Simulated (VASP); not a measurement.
# GaP (F-43m) in VASP: notebook

The runs below take GaP through single point, with LDA, HF, PBE-based global hybrid, HSE06, PBEsol.

Program: VASP 6.6.1. These are calculated values, not measurements. Logs are shortened: lines on timing, memory, paths and dates and some standing lists are left out, and cuts for length are marked.

**Measured values to compare with.**

“Stacking defects in GaP nanowires: Electronic structure and optical properties”, 2018, arxiv:1810.01194 quotes, for a bulk crystal of GaP at 10 K: band gap 2.34 eV (indirect).

How close the calculation comes is told below.

## (1) The cell of the first run

Symmetry: F-43m, No. 216, cubic system. The conventional cell has a = 5.451 Å, b = 5.451 Å, c = 5.451 Å, α = 90.00°, β = 90.00°, γ = 90.00°. Ga (site symmetry -43m) has 4 P at 2.36 Å within 3.1 Å. P (site symmetry -43m) has 4 Ga at 2.36 Å within 3.1 Å.

## (2) Single point, LDA

The input, INCAR:

```
SYSTEM = GaP
PREC = Accurate
ENCUT = 520
EDIFF = 1E-6
ISMEAR = 0
SIGMA = 0.01
LREAL = .FALSE.
LASPH = .TRUE.
NELM = 60
ALGO = Normal
ISIF = 2
LWAVE = .FALSE.
LCHARG = .TRUE.
GGA = CA
LELF = .TRUE.
LVHAR = .TRUE.
NBANDS = 16
```

The input, KPOINTS:

```
Automatic mesh
0
G
  4 4 4
  0 0 0
```

The input, POSCAR:

```
GaP
1.0
    0.0000000000      2.7254102088      2.7254102088
    2.7254102088      0.0000000000      2.7254102088
    2.7254102088      2.7254102088      0.0000000000
Ga P
1 1
Direct
    0.0000000000      0.0000000000      0.0000000000
    0.2500000000      0.2500000000      0.2500000000
```

Potentials or basis: VASP PAW LDA potentials, release 64 (Ga_d, P).

On the command line:

```bash
$ cat potpaw_LDA.64/Ga_d/POTCAR potpaw_LDA.64/P/POTCAR > POTCAR
$ mpirun -np 1 vasp_std > vasp.out
```

OUTCAR:

```text
SYSTEM = GaP
   PREC = Accurate
   ENCUT = 520
   EDIFF = 1E-6
   ISMEAR = 0
   LREAL = .FALSE.
   LASPH = .TRUE.
   NELM = 60
   ISIF = 2
   GGA = CA

 ion  position               nearest neighbor table
   1  0.000  0.000  0.000-   2 2.36   2 2.36   2 2.36   2 2.36
   2  0.250  0.250  0.250-   1 2.36   1 2.36   1 2.36   1 2.36

  LATTYP: Found a face centered cubic cell.
 ALAT       =     5.4508204176

  Lattice vectors:

 A1 = (   0.0000000000,   2.7254102088,   2.7254102088)
 A2 = (   2.7254102088,   0.0000000000,   2.7254102088)
 A3 = (   2.7254102088,   2.7254102088,   0.0000000000)

Analysis of symmetry for initial positions (statically):
[... 5 lines left out ...]
 face centered cubic supercell.

 Subroutine GETGRP returns: Found 24 space group operations
 (whereof 24 operations were pure point group operations)
 out of a pool of 48 trial point group operations.

The static configuration has the point symmetry T_d .

Analysis of symmetry for dynamics (positions and initial velocities):
[... 5 lines left out ...]
 face centered cubic supercell.

 Subroutine GETGRP returns: Found 24 space group operations
 (whereof 24 operations were pure point group operations)
 out of a pool of 48 trial point group operations.

The dynamic configuration has the point symmetry T_d .

 Subroutine INISYM returns: Found 24 space group operations
 (whereof 24 operations are pure point group operations),
 and found     1 'primitive' translations

----------------------------------------------------------------------------------------

                                     Primitive cell

  volume of cell :      40.4879

  direct lattice vectors                    reciprocal lattice vectors
     0.000000000  2.725410209  2.725410209    -0.183458622  0.183458622  0.183458622
     2.725410209  0.000000000  2.725410209     0.183458622 -0.183458622  0.183458622
     2.725410209  2.725410209  0.000000000     0.183458622  0.183458622 -0.183458622

  length of vectors
     3.854312080  3.854312080  3.854312080     0.317759654  0.317759654  0.317759654

  position of ions in fractional coordinates (direct lattice)
     0.000000000  0.000000000  0.000000000
     0.250000000  0.250000000  0.250000000

  ion indices of the primitive-cell ions
   primitive index   ion index
                 1           1
                 2           2

----------------------------------------------------------------------------------------

 KPOINTS: Automatic mesh

Automatic generation of k-mesh.
 Grid dimensions read from file:
 generate k-points for:    4    4    4

 Generating k-lattice:

  Cartesian coordinates                     Fractional coordinates (reciprocal lattice)
    -0.045864655  0.045864655  0.045864655     0.250000000  0.000000000  0.000000000
     0.045864655 -0.045864655  0.045864655     0.000000000  0.250000000  0.000000000
     0.045864655  0.045864655 -0.045864655     0.000000000  0.000000000  0.250000000

  Length of vectors
     0.079439913  0.079439913  0.079439913

  Shift w.r.t. Gamma in fractional coordinates (k-lattice)
     0.000000000  0.000000000  0.000000000

 Subroutine IBZKPT returns following result:
 ===========================================

 Found      8 irreducible k-points:

 Following reciprocal coordinates:
            Coordinates               Weight
  0.000000  0.000000  0.000000      1.000000
  0.250000  0.000000  0.000000      8.000000
  0.500000  0.000000  0.000000      4.000000
  0.250000  0.250000  0.000000      6.000000
  0.500000  0.250000  0.000000     24.000000
 -0.250000  0.250000  0.000000     12.000000
  0.500000  0.500000  0.000000      3.000000
 -0.250000  0.500000  0.250000      6.000000
   k-points           NKPTS =      8   k-points in BZ     NKDIM =      8   number of bands    NBANDS=     16
   number of dos      NEDOS =    301   number of ions     NIONS =      2
   total plane-waves  NPLWV =  27000
   dimension x,y,z NGX =    30 NGY =   30 NGZ =   30
   dimension x,y,z NGXF=    60 NGYF=   60 NGZF=   60
   ions per type =               1   1
   NGX,Y,Z   is equivalent  to a cutoff of  12.94, 12.94, 12.94 a.u.
   NGXF,Y,Z  is equivalent  to a cutoff of  25.88, 25.88, 25.88 a.u.
 SYSTEM =  GaP
   PREC   = accura    normal or accurate (medium, high low for compatibility)
   ISTART =      0    job   : 0-new  1-cont  2-samecut
   ICHARG =      2    charge: 1-file 2-atom 10-const
   ISPIN  =      1    spin polarized calculation?
   LNONCOLLINEAR =      F non collinear calculations
   LSORBIT =      F    spin-orbit coupling
   LASPH  =      T    aspherical Exc in radial PAW
   ENCUT  =  520.0 eV  38.22 Ry    6.18 a.u.   7.17  7.17  7.17*2*pi/ulx,y,z
   NELM   =     60;   NELMIN=  2; NELMDL= -5     # of ELM steps
   EDIFF  = 0.1E-05   stopping-criterion for ELM
   LREAL  =      F    real-space projection
   EDIFFG = 0.1E-04   stopping-criterion for IOM
   NSW    =      0    number of steps for IOM
   IBRION =     -1    ionic relax: 0-MD 1-quasi-New 2-CG
   NFREE  =      0    steps in history (QN), initial steepest desc. (CG)
   ISIF   =      2    stress and relaxation
   ISYM   =      2    0-nonsym 1-usesym 2-fastsym
   POTIM  = 0.5000    time-step for ionic-motion
   TEBEG  =    0.0;   TEEND  =   0.0 temperature during run
   PSTRESS=    0.0 pullay stress
   NELECT =      18.0000    total number of electrons
   NUPDOWN=      -1.0000    fix difference up-down
   EMIN   =  10.00;   EMAX   =-10.00  energy-range for DOS
   EFERMI =   0.00;   METHOD = LEGACY
   ISMEAR =     0;   SIGMA  =   0.01  broadening in eV -4-tet -1-fermi 0-gaus
   EFERMI_NEDOS =   21; number of points for ismear=-14 and -15
   IALGO  =     38    algorithm
   IMIX   =      4    mixing-type and parameters
     AMIX     =   0.40;   BMIX     =  1.00
     AMIX_MAG =   1.60;   BMIX_MAG =  1.00
  volume/ion in A,a.u.               =      20.24       136.61
  Fermi-wavevector in a.u.,A,eV,Ry     =   1.249464  2.361145 21.240879  1.561161
  Thomas-Fermi vector in A             =   2.383503
   LORBIT       =      0    0 simple, 1 ext, 2 COOP (PROOUT), +10 PAW based schemes
   GGA     = CA    functional components
   LHFCALC =     F    Hartree Fock is set to
   AEXX    =    0.0000 exact exchange contribution
   IVDW    =     0    specifies the selected vdW correction
   LEPSILON=     F    determine dielectric tensor
   LRPA    =     F    only Hartree local field effects (RPA)
 non-spin polarized calculation
 Gauss-broadening in eV      SIGMA  =   0.01
  energy-cutoff  :      520.00
  volume of cell :       40.49
 maximum number of plane-waves:      1106
 NGX is ok and might be reduce to    30
   NGX = 15   NGY = 15   NGZ = 15

 number of electron      17.9999989 magnetization

 Free energy of the ion-electron system (eV)
  ---------------------------------------------------
  ext. energy  EPLUGINS =         0.00000000
  ---------------------------------------------------
  free energy    TOTEN  =       -10.28896107 eV

  energy without entropy =      -10.28896107  energy(sigma->0) =      -10.28896107

 E-fermi :   4.6032     XC(G=0): -10.1508

 val. band max:        4.5520832724   @ k =   0.0000   0.0000   0.0000
 cond. band min:       6.0090545594   @ k =   0.5000   0.5000   0.0000
 fundamental gap:      1.4569712870
 Fermi energy:         4.6032322138

 k-point     1 :       0.0000    0.0000    0.0000
  band No.  band energies     occupation
      1     -10.2037      2.00000
      2     -10.2037      2.00000
      3     -10.2037      2.00000
      4     -10.1073      2.00000
      5     -10.1073      2.00000
      6      -7.9678      2.00000
      7       4.5521      2.00000
      8       4.5521      2.00000
      9       4.5521      2.00000
     10       6.1719      0.00000
     11       8.3096      0.00000
     12       8.3096      0.00000
     13       8.3096      0.00000
     14      13.0016      0.00000
     15      14.3231      0.00000
     16      14.3231      0.00000

 k-point     2 :       0.2500    0.0000    0.0000
  band No.  band energies     occupation
      1     -10.2426      2.00000
      2     -10.1894      2.00000
      3     -10.1894      2.00000
      4     -10.1061      2.00000
      5     -10.1061      2.00000
      6      -7.1898      2.00000
      7       0.6064      2.00000
      8       3.8757      2.00000
      9       3.8757      2.00000
     10       6.5290      0.00000
     11       9.1755      0.00000
     12       9.1755      0.00000
     13      10.7260      0.00000
     14      13.4527      0.00000
     15      13.4527      0.00000
     16      14.1758      0.00000

 k-point     3 :       0.5000    0.0000    0.0000
  band No.  band energies     occupation
      1     -10.2772      2.00000
      2     -10.1797      2.00000
      3     -10.1797      2.00000
      4     -10.0999      2.00000
      5     -10.0999      2.00000
      6      -5.8770      2.00000
      7      -2.1820      2.00000
      8       3.4163      2.00000
      9       3.4163      2.00000
     10       6.0405      0.00000
     11       9.1498      0.00000
     12       9.1498      0.00000
     13      12.5630      0.00000
     14      15.1754      0.00000
     15      16.1936      0.00000
     16      16.1936      0.00000

 k-point     4 :       0.2500    0.2500    0.0000
  band No.  band energies     occupation
      1     -10.2651      2.00000
      2     -10.1726      2.00000
      3     -10.1726      2.00000
      4     -10.1232      2.00000
      5     -10.0966      2.00000
      6      -6.9267      2.00000
      7       0.8128      2.00000
      8       2.8378      2.00000
      9       2.8378      2.00000
     10       6.5615      0.00000
     11       8.1067      0.00000
     12      11.1894      0.00000
     13      11.1894      0.00000
     14      12.1885      0.00000
     15      15.2807      0.00000
     16      16.9515      0.00000

 k-point     5 :       0.5000    0.2500    0.0000
  band No.  band energies     occupation
      1     -10.2883      2.00000
      2     -10.1660      2.00000
      3     -10.1581      2.00000
      4     -10.1218      2.00000
      5     -10.0948      2.00000
      6      -5.5512      2.00000
      7      -1.6699      2.00000
      8       1.2490      2.00000
      9       2.4875      2.00000
     10       6.8422      0.00000
     11       9.3516      0.00000
     12      10.9746      0.00000
     13      11.5099      0.00000
     14      15.1756      0.00000
     15      16.2857      0.00000
     16      17.6045      0.00000

 k-point     6 :      -0.2500    0.2500    0.0000
  band No.  band energies     occupation
      1     -10.2719      2.00000
      2     -10.1759      2.00000
      3     -10.1708      2.00000
      4     -10.1087      2.00000
      5     -10.1055      2.00000
      6      -6.0726      2.00000
      7      -0.9358      2.00000
      8       1.0840      2.00000
      9       3.3285      2.00000
     10       7.5668      0.00000
     11      10.1160      0.00000
     12      10.2853      0.00000
     13      10.6548      0.00000
     14      12.7802      0.00000
     15      15.4256      0.00000
     16      17.7197      0.00000

 k-point     7 :       0.5000    0.5000    0.0000
  band No.  band energies     occupation
      1     -10.3127      2.00000
      2     -10.1426      2.00000
      3     -10.1399      2.00000
      4     -10.1399      2.00000
      5     -10.0858      2.00000
      6      -4.9510      2.00000
      7      -2.3156      2.00000
      8       1.8300      2.00000
      9       1.8300      2.00000
     10       6.0091      0.00000
     11       6.2030      0.00000
     12      14.9843      0.00000
     13      14.9843      0.00000
     14      15.5091      0.00000
     15      16.9708      0.00000
     16      17.4572      0.00000

 k-point     8 :      -0.2500    0.5000    0.2500
  band No.  band energies     occupation
      1     -10.2927      2.00000
      2     -10.1669      2.00000
      3     -10.1452      2.00000
      4     -10.1224      2.00000
      5     -10.0986      2.00000
      6      -4.8548      2.00000
      7      -2.1094      2.00000
      8       0.9119      2.00000
      9       1.0562      2.00000
     10       9.1204      0.00000
     11       9.3136      0.00000
     12      10.4859      0.00000
     13      10.5365      0.00000
     14      15.9362      0.00000
     15      16.3820      0.00000
     16      18.2118      0.00000

------------------------ aborting loop because EDIFF is reached ----------------------------------------

  FORCE on cell =-STRESS in cart. coord.  units (eV):
  Direction    XX          YY          ZZ          XY          YZ          ZX
  --------------------------------------------------------------------------------------
  -------------------------------------------------------------------------------------
  Total       -0.5791863     -0.5791863     -0.5791863     -0.0000000      0.0000000     -0.0000000
  in kB      -22.9193978    -22.9193978    -22.9193978     -0.0000000      0.0000000     -0.0000000
  external PRESSURE =     -22.9193978 kB  Pullay stress =       0.0000000 kB

 VOLUME and BASIS-vectors are now :
 -----------------------------------------------------------------------------
  energy-cutoff  :      520.00
  volume of cell :       40.49
      direct lattice vectors                 reciprocal lattice vectors
     0.000000000  2.725410209  2.725410209    -0.183458622  0.183458622  0.183458622
     2.725410209  0.000000000  2.725410209     0.183458622 -0.183458622  0.183458622
     2.725410209  2.725410209  0.000000000     0.183458622  0.183458622 -0.183458622

 POSITION                                       TOTAL-FORCE (eV/Angst)
 -----------------------------------------------------------------------------------
      0.00000      0.00000      0.00000         0.000000      0.000000      0.000000
      1.36271      1.36271      1.36271        -0.000000     -0.000000     -0.000000
 -----------------------------------------------------------------------------------
    total drift:                                0.000000      0.000000      0.000000

  FREE ENERGIE OF THE ION-ELECTRON SYSTEM (eV)
  ---------------------------------------------------
  free  energy   TOTEN  =       -10.2889610723 eV

  energy  without entropy=      -10.2889610723  energy(sigma->0) =      -10.28896107
```

It took 4.5 s on 1 thread of Intel Xeon 6975P-C (Granite Rapids), shared host; peak memory 0.14 GiB.

What came out:

```yaml
Free_energy: -10.2890 eV
Pressure: -2.3 GPa
Band_gap_on_the_k_mesh: 1.46 eV, indirect (least direct gap 1.62 eV)
```

Caveat: the k points lie up to 0.50 Å⁻¹ apart. LDA gaps usually lie below the measured ones, often by a third to a half.

[end of part 1 of 2]
